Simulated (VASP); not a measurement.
# NbCd3 (Pm-3m) in VASP: single point with PBE

Aim: the single point of NbCd3 with PBE.

All numbers are computed with VASP 6.6.1; they aren't measurements. Logs are shortened: lines on timing, memory, paths and dates and some standing lists are left out, and cuts for length are marked.

## 1. The cell of the first run

The structure is cubic, space group Pm-3m (No. 221). Conventional cell: a = 4.224 Å, b = 4.224 Å, c = 4.224 Å, α = 90.00°, β = 90.00°, γ = 90.00°. Cd (site symmetry 4/mmm) has 8 Cd at 2.99 Å and 4 Nb at 2.99 Å within 3.9 Å. Nb (site symmetry m-3m) has 12 Cd at 2.99 Å within 3.9 Å.

## 2. Single point, PBE

Input file INCAR:

```
SYSTEM = NbCd3
ALGO = Normal ; EDIFF = 1E-7
ENCUT = 520 ; GGA = PE
ISIF = 2 ; ISMEAR = -1
LASPH = .TRUE. ; LCHARG = .TRUE.
LELF = .TRUE. ; LREAL = .FALSE.
LVHAR = .TRUE. ; LWAVE = .FALSE.
NBANDS = 32 ; NELM = 100
PREC = Accurate ; SIGMA = 0.1
```

Input file KPOINTS:

```
k-points
0
G
  8 8 8
  0 0 0
```

Input file POSCAR:

```
NbCd3
1.0
    4.2242720000      0.0000000000      0.0000000000
    0.0000000000      4.2242720000      0.0000000000
    0.0000000000      0.0000000000      4.2242720000
Cd Nb
3 1
Direct
    0.0000000000      0.5000000000      0.5000000000
    0.5000000000      0.0000000000      0.5000000000
    0.5000000000      0.5000000000      0.0000000000
    0.0000000000      0.0000000000      0.0000000000
```

Potentials or basis: VASP PAW PBE potentials, release 64 (Cd, Nb_sv).

On the command line:

```sh
cat potpaw_PBE.64/Cd/POTCAR potpaw_PBE.64/Nb_sv/POTCAR > POTCAR
mpirun -np 1 vasp_std > vasp.out
```

OUTCAR:

```text
SYSTEM = NbCd3
   EDIFF = 1E-7
   ENCUT = 520
   GGA = PE
   ISIF = 2
   ISMEAR = -1
   LASPH = .TRUE.
   LREAL = .FALSE.
   NELM = 100
   PREC = Accurate

 ion  position               nearest neighbor table
   1  0.000  0.500  0.500-   2 2.99   3 2.99   4 2.99   3 2.99   4 2.99   2 2.99   4 2.99   4 2.99
                             2 2.99   3 2.99   3 2.99   2 2.99
   2  0.500  0.000  0.500-   1 2.99   3 2.99   4 2.99   3 2.99   4 2.99   1 2.99   3 2.99   3 2.99
                             1 2.99   4 2.99   4 2.99   1 2.99
   3  0.500  0.500  0.000-   1 2.99   2 2.99   4 2.99   1 2.99   2 2.99   2 2.99   4 2.99   2 2.99
                             1 2.99   4 2.99   1 2.99   4 2.99
   4  0.000  0.000  0.000-   1 2.99   2 2.99   3 2.99   1 2.99   2 2.99   1 2.99   3 2.99   1 2.99
                             2 2.99   3 2.99   2 2.99   3 2.99

  LATTYP: Found a simple cubic cell.
 ALAT       =     4.2242720000

  Lattice vectors:

 A1 = (   4.2242720000,   0.0000000000,   0.0000000000)
 A2 = (   0.0000000000,   4.2242720000,   0.0000000000)
 A3 = (   0.0000000000,   0.0000000000,   4.2242720000)

Analysis of symmetry for initial positions (statically):
=====================================================================
 Subroutine PRICEL returns:
 Original cell was already a primitive cell.

 Routine SETGRP: Setting up the symmetry group for a
 simple cubic supercell.

 Subroutine GETGRP returns: Found 48 space group operations
 (whereof 48 operations were pure point group operations)
 out of a pool of 48 trial point group operations.

The static configuration has the point symmetry O_h .

Analysis of symmetry for dynamics (positions and initial velocities):
=====================================================================
 Subroutine PRICEL returns:
 Original cell was already a primitive cell.

 Routine SETGRP: Setting up the symmetry group for a
 simple cubic supercell.

 Subroutine GETGRP returns: Found 48 space group operations
 (whereof 48 operations were pure point group operations)
 out of a pool of 48 trial point group operations.

The dynamic configuration has the point symmetry O_h .

 Subroutine INISYM returns: Found 48 space group operations
 (whereof 48 operations are pure point group operations),
 and found     1 'primitive' translations

----------------------------------------------------------------------------------------

                                     Primitive cell

  volume of cell :      75.3799

  direct lattice vectors                    reciprocal lattice vectors
     4.224272000  0.000000000  0.000000000     0.236727180  0.000000000  0.000000000
     0.000000000  4.224272000  0.000000000     0.000000000  0.236727180  0.000000000
     0.000000000  0.000000000  4.224272000     0.000000000  0.000000000  0.236727180

  length of vectors
     4.224272000  4.224272000  4.224272000     0.236727180  0.236727180  0.236727180

  position of ions in fractional coordinates (direct lattice)
     0.000000000  0.500000000  0.500000000
     0.500000000  0.000000000  0.500000000
     0.500000000  0.500000000  0.000000000
     0.000000000  0.000000000  0.000000000

  ion indices of the primitive-cell ions
   primitive index   ion index
                 1           1
                 2           2
                 3           3
                 4           4

----------------------------------------------------------------------------------------

 KPOINTS: k-points

Automatic generation of k-mesh.
 Grid dimensions read from file:
 generate k-points for:    8    8    8

 Generating k-lattice:

  Cartesian coordinates                     Fractional coordinates (reciprocal lattice)
     0.029590898  0.000000000  0.000000000     0.125000000  0.000000000  0.000000000
     0.000000000  0.029590898  0.000000000     0.000000000  0.125000000  0.000000000
     0.000000000  0.000000000  0.029590898     0.000000000  0.000000000  0.125000000

  Length of vectors
     0.029590898  0.029590898  0.029590898

  Shift w.r.t. Gamma in fractional coordinates (k-lattice)
     0.000000000  0.000000000  0.000000000

 Subroutine IBZKPT returns following result:
 ===========================================

 Found     35 irreducible k-points:

 Following reciprocal coordinates:
            Coordinates               Weight
  0.000000  0.000000  0.000000      1.000000
  0.125000  0.000000  0.000000      6.000000
  0.250000  0.000000  0.000000      6.000000
  0.375000  0.000000  0.000000      6.000000
  0.500000  0.000000  0.000000      3.000000
  0.125000  0.125000  0.000000     12.000000
[... 16 lines left out ...]
  0.375000  0.375000  0.125000     24.000000
  0.500000  0.375000  0.125000     24.000000
 [... further k-points ...]
   k-points           NKPTS =     35   k-points in BZ     NKDIM =     35   number of bands    NBANDS=     32
   number of dos      NEDOS =    301   number of ions     NIONS =      4
   total plane-waves  NPLWV =  32768
   dimension x,y,z NGX =    32 NGY =   32 NGZ =   32
   dimension x,y,z NGXF=    64 NGYF=   64 NGZF=   64
   ions per type =               3   1
   NGX,Y,Z   is equivalent  to a cutoff of  12.59, 12.59, 12.59 a.u.
   NGXF,Y,Z  is equivalent  to a cutoff of  25.19, 25.19, 25.19 a.u.
 SYSTEM =  NbCd3
   PREC   = accura    normal or accurate (medium, high low for compatibility)
   ISTART =      0    job   : 0-new  1-cont  2-samecut
   ICHARG =      2    charge: 1-file 2-atom 10-const
   ISPIN  =      1    spin polarized calculation?
   LNONCOLLINEAR =      F non collinear calculations
   LSORBIT =      F    spin-orbit coupling
   LASPH  =      T    aspherical Exc in radial PAW
   ENCUT  =  520.0 eV  38.22 Ry    6.18 a.u.   7.85  7.85  7.85*2*pi/ulx,y,z
   NELM   =    100;   NELMIN=  2; NELMDL= -5     # of ELM steps
   EDIFF  = 0.1E-06   stopping-criterion for ELM
   LREAL  =      F    real-space projection
   EDIFFG = 0.1E-05   stopping-criterion for IOM
   NSW    =      0    number of steps for IOM
   IBRION =     -1    ionic relax: 0-MD 1-quasi-New 2-CG
   NFREE  =      0    steps in history (QN), initial steepest desc. (CG)
   ISIF   =      2    stress and relaxation
   ISYM   =      2    0-nonsym 1-usesym 2-fastsym
   POTIM  = 0.5000    time-step for ionic-motion
   TEBEG  =    0.0;   TEEND  =   0.0 temperature during run
   PSTRESS=    0.0 pullay stress
   NELECT =      49.0000    total number of electrons
   NUPDOWN=      -1.0000    fix difference up-down
   EMIN   =  10.00;   EMAX   =-10.00  energy-range for DOS
   EFERMI =   0.00;   METHOD = LEGACY
   ISMEAR =    -1;   SIGMA  =   0.10  broadening in eV -4-tet -1-fermi 0-gaus
   EFERMI_NEDOS =   21; number of points for ismear=-14 and -15
   IALGO  =     38    algorithm
   IMIX   =      4    mixing-type and parameters
     AMIX     =   0.40;   BMIX     =  1.00
     AMIX_MAG =   1.60;   BMIX_MAG =  1.00
  volume/ion in A,a.u.               =      18.84       127.17
  Fermi-wavevector in a.u.,A,eV,Ry     =   1.418148  2.679912 27.363284  2.011145
  Thomas-Fermi vector in A             =   2.539304
   LORBIT       =      0    0 simple, 1 ext, 2 COOP (PROOUT), +10 PAW based schemes
   GGA     = PE    functional components
   LHFCALC =     F    Hartree Fock is set to
   AEXX    =    0.0000 exact exchange contribution
   IVDW    =     0    specifies the selected vdW correction
   LEPSILON=     F    determine dielectric tensor
   LRPA    =     F    only Hartree local field effects (RPA)
 non-spin polarized calculation
  energy-cutoff  :      520.00
  volume of cell :       75.38
 maximum number of plane-waves:      2048
 NGX is ok and might be reduce to    32
   NGX = 15   NGY = 15   NGZ = 15

 number of electron      49.0000034 magnetization

 Free energy of the ion-electron system (eV)
  ---------------------------------------------------
  ext. energy  EPLUGINS =         0.00000000
  ---------------------------------------------------
  free energy    TOTEN  =       -11.80750231 eV

  energy without entropy =      -11.75024024  energy(sigma->0) =      -11.77887127

 E-fermi :   5.2159     XC(G=0): -11.9177

 val. band max:        5.1781898553   @ k =   0.3750   0.2500   0.1250
 cond. band min:       5.2749017564   @ k =   0.2500   0.2500   0.1250
 fundamental gap:      0.0967119011
 Fermi energy:         5.2158863248

 k-point     1 :       0.0000    0.0000    0.0000
  band No.  band energies     occupation
      1     -49.6804      2.00000
      2     -25.7464      2.00000
      3     -25.7464      2.00000
      4     -25.7464      2.00000
      5      -4.4949      2.00000
      6      -4.2656      2.00000
[... 24 lines left out ...]
     31      11.1214      0.00000
     32      12.8378      0.00000

 k-point     2 :       0.1250    0.0000    0.0000
  band No.  band energies     occupation
      1     -49.6803      2.00000
      2     -25.7497      2.00000
      3     -25.7466      2.00000
      4     -25.7466      2.00000
      5      -4.4386      2.00000
      6      -4.2440      2.00000
[... 24 lines left out ...]
     31      11.8405      0.00000
     32      12.9219      0.00000

 k-point     3 :       0.2500    0.0000    0.0000
  band No.  band energies     occupation
      1     -49.6801      2.00000
      2     -25.7577      2.00000
      3     -25.7469      2.00000
      4     -25.7469      2.00000
      5      -4.2877      2.00000
      6      -4.1872      2.00000
[... 24 lines left out ...]
     31      12.5313      0.00000
     32      12.5313      0.00000

 k-point     4 :       0.3750    0.0000    0.0000
  band No.  band energies     occupation
      1     -49.6798      2.00000
      2     -25.7656      2.00000
      3     -25.7473      2.00000
      4     -25.7473      2.00000
      5      -4.1212      2.00000
      6      -4.1001      2.00000
[... 654 lines left out ...]
     31      12.0712      0.00000
     32      13.3145      0.00000

 k-point    23 :       0.3750    0.3750    0.1250
  band No.  band energies     occupation
      1     -49.6793      2.00000
      2     -25.7631      2.00000
      3     -25.7619      2.00000
      4     -25.7501      2.00000
      5      -3.9924      2.00000
      6      -3.8368      2.00000
[... 24 lines left out ...]
     31      11.3774      0.00000
     32      12.4078      0.00000

 k-point    24 :       0.5000    0.3750    0.1250
  band No.  band energies     occupation
      1     -49.6792      2.00000
      2     -25.7651      2.00000
      3     -25.7620      2.00000
      4     -25.7501      2.00000
      5      -3.9168      2.00000
      6      -3.8346      2.00000
[... 24 lines left out ...]
     31      11.5677      0.00000
     32      12.9953      0.00000

 [... further k-points ...]

------------------------ aborting loop because EDIFF is reached ----------------------------------------

  FORCE on cell =-STRESS in cart. coord.  units (eV):
  Direction    XX          YY          ZZ          XY          YZ          ZX
  --------------------------------------------------------------------------------------
  -------------------------------------------------------------------------------------
  Total        3.2664126      3.2664126      3.2664126     -0.0000000     -0.0000000     -0.0000000
  in kB       69.4266170     69.4266170     69.4266170     -0.0000000     -0.0000000     -0.0000000
  external PRESSURE =      69.4266170 kB  Pullay stress =       0.0000000 kB

 VOLUME and BASIS-vectors are now :
 -----------------------------------------------------------------------------
  energy-cutoff  :      520.00
  volume of cell :       75.38
      direct lattice vectors                 reciprocal lattice vectors
     4.224272000  0.000000000  0.000000000     0.236727180  0.000000000  0.000000000
     0.000000000  4.224272000  0.000000000     0.000000000  0.236727180  0.000000000
     0.000000000  0.000000000  4.224272000     0.000000000  0.000000000  0.236727180

 POSITION                                       TOTAL-FORCE (eV/Angst)
 -----------------------------------------------------------------------------------
      0.00000      2.11214      2.11214         0.000000      0.000000      0.000000
      2.11214      0.00000      2.11214         0.000000      0.000000      0.000000
      2.11214      2.11214      0.00000         0.000000      0.000000      0.000000
      0.00000      0.00000      0.00000         0.000000      0.000000      0.000000
 -----------------------------------------------------------------------------------
    total drift:                                0.000000     -0.000000     -0.000000

  FREE ENERGIE OF THE ION-ELECTRON SYSTEM (eV)
  ---------------------------------------------------
  free  energy   TOTEN  =       -11.8075023072 eV

  energy  without entropy=      -11.7502402386  energy(sigma->0) =      -11.77887127
```

Run time: 75 s. Hardware: 1 thread of Intel Xeon 8259CL, shared host; peak memory 0.22 GiB.

Results:

- Free energy: -11.8075 eV
- Pressure: 6.9 GPa
- Band gap on the k mesh: zero (an odd number of electrons rules out a gap without spin polarisation)

Levels at points of the mesh, in eV from the Fermi level:
```
           k point  band 21  band 22  band 23  band 24  band 25  band 26  band 27  band 28  band 29  band 30
(0.00, 0.00, 0.00)    -0.94    -0.94     0.22     0.22     0.22     1.26     1.26     1.26     5.51     5.91
(0.50, 0.00, 0.00)    -5.91    -0.90    -0.90    -0.81     1.05     1.17     3.27     4.24     4.24     5.37
(0.50, 0.50, 0.00)    -3.18    -3.18    -3.17    -0.33    -0.33     1.15     1.83     2.17     5.62     6.48
(0.50, 0.50, 0.50)    -2.41    -2.41    -2.36    -1.20    -1.20    -1.20     1.53     1.53     3.73     4.28
```

Caveat: the cell stands under pressure.
